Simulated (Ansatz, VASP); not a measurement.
One calculation of SiTe3, two programs

INCAR

```
PREC = Accurate
ENCUT = 600
EDIFF = 1E-6
ISMEAR = 0
SIGMA = 0.1
LREAL = False
LASPH = True
NELM = 60
ALGO = Normal
ISIF = 3
LWAVE = False
LCHARG = False
GGA = PE
IBRION = 2
NSW = 100
EDIFFG = -0.01
```

KPOINTS

```
Automatic mesh
0
Gamma
  10 10 10
```

POSCAR

```
SiTe3
1.0
   -3.0932090101      3.0932090101      3.0932090101
    3.0932090101     -3.0932090101      3.0932090101
    3.0932090101      3.0932090101     -3.0932090101
Si Te
1 3
Direct
    0.0000000000      0.0000000000      0.0000000000
    0.0000000000      0.5000000000      0.5000000000
    0.5000000000      0.0000000000      0.5000000000
    0.5000000000      0.5000000000      0.0000000000
```

Input for Ansatz:

```yaml
crystal:
  lattice:
    - [-3.0932090101, 3.0932090101, 3.0932090101]
    - [3.0932090101, -3.0932090101, 3.0932090101]
    - [3.0932090101, 3.0932090101, -3.0932090101]
  atoms:
    - { symbol: Si, position: [0.0, 0.0, 0.0] }
    - { symbol: Te, position: [0.0, 0.5, 0.5] }
    - { symbol: Te, position: [0.5, 0.0, 0.5] }
    - { symbol: Te, position: [0.5, 0.5, 0.0] }
basis:
  ecutwfc: 420
kpoints:
  mp_grid: { grid: [10, 10, 10] }
hamiltonian:
  xc: pbe
scf:
  occupations: { method: gaussian, width: 0.1 }
output:
  forces: true
  stress: true
  eigenvalues: true
relax:
  adjacent_minimum: "off"
  f_tol: 0.01
  max_steps: 80
  cell: { stress_tol: 0.05 }
```

Alike in both runs: task relaxation of cell and atoms; functional PBE; k mesh 10 × 10 × 10; occupations gaussian, width 0.1 eV; no spin polarisation.

```csv
,VASP,Ansatz
version,VASP 6.6.1,Ansatz 0.2.0
potentials or method,"VASP PAW PBE potentials, release 64 (Si, Te), cutoff 600 eV","scalar-relativistic, plane waves, PAW"
valence electrons in the cell,22,52
```

VASP gave:

```
gap on the k mesh at the Fermi level, each at its own relaxed structure (eV) : none
relaxed volume (Å³/atom)                                                     : 29.43
relaxed length of the cell vector where the two differ most in proportion (Å)              : 5.347
```

**Question.** Estimate Ansatz's values.

**Answer.** gap on the k mesh at the Fermi level, each at its own relaxed structure (eV): none; relaxed volume (Å³/atom): 29.44; relaxed length of the cell vector where the two differ most in proportion (Å): 5.348.

A gap of «none» marks a metal or a gap that the smearing closes. VASP's potentials hold 22 valence electrons a cell and Ansatz's 52, so a difference there can come from the potentials and not from the codes.

Spin-orbit coupling is off throughout.
